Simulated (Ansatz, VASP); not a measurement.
**Na: VASP beside Ansatz**

The input INCAR:

```
SYSTEM = Na
  PREC = Accurate
  ENCUT = 520
  EDIFF = 1E-6
  ISMEAR = -1
  SIGMA = 0.05
  LREAL = .False.
  LASPH = .True.
  NELM = 100
  ALGO = Normal
  ISIF = 2
  LWAVE = .False.
  LCHARG = .False.
  GGA = PS
  NBANDS = 10
```

KPOINTS

```
Automatic mesh
0
Gamma
  13 13 13
  0 0 0
```

Contents of POSCAR:

```
Na
1.0
   -1.8510950420      1.8510950420      1.8510950420
    1.8510950420     -1.8510950420      1.8510950420
    1.8510950420      1.8510950420     -1.8510950420
Na
1
Direct
    0.0000000000      0.0000000000      0.0000000000
```

Input for Ansatz:

```yaml
crystal:
  lattice:
    - [-1.851095042, 1.851095042, 1.851095042]
    - [1.851095042, -1.851095042, 1.851095042]
    - [1.851095042, 1.851095042, -1.851095042]
  atoms:
    - { symbol: Na, position: [0.0, 0.0, 0.0] }
kpoints:
  mp_grid: { grid: [13, 13, 13] }
scf:
  occupations: { method: fermi_dirac, width: 0.05 }
hamiltonian:
  xc: pbesol
  pseudopotentials: { kind: all_electron, lapw: { basis_error: 0.001 } }
output:
  forces: true
  stress: true
  eigenvalues: true
  populations: true
```

Change from the starting cell: volume scaled by 0.7, LAPW.

Alike in both runs: task single point; functional PBEsol; k mesh 13 × 13 × 13; occupations fermi-dirac, width 0.05 eV; no spin polarisation.

|  | VASP | Ansatz |
| --- | --- | --- |
| version | VASP 6.6.1 | Ansatz 0.2.0 |
| potentials or method | VASP PAW PBE potentials, release 64 (Na_pv), cutoff 520 eV | all-electron LAPW, scalar-relativistic |

|  | VASP | Ansatz | Ansatz less VASP |
| --- | --- | --- | --- |
| pressure (GPa) | 5.4 | 5.5 | +0.07 |

VASP's potentials were made for PBE, not for PBEsol. Ansatz ran all-electron here, and VASP with PAW potentials.
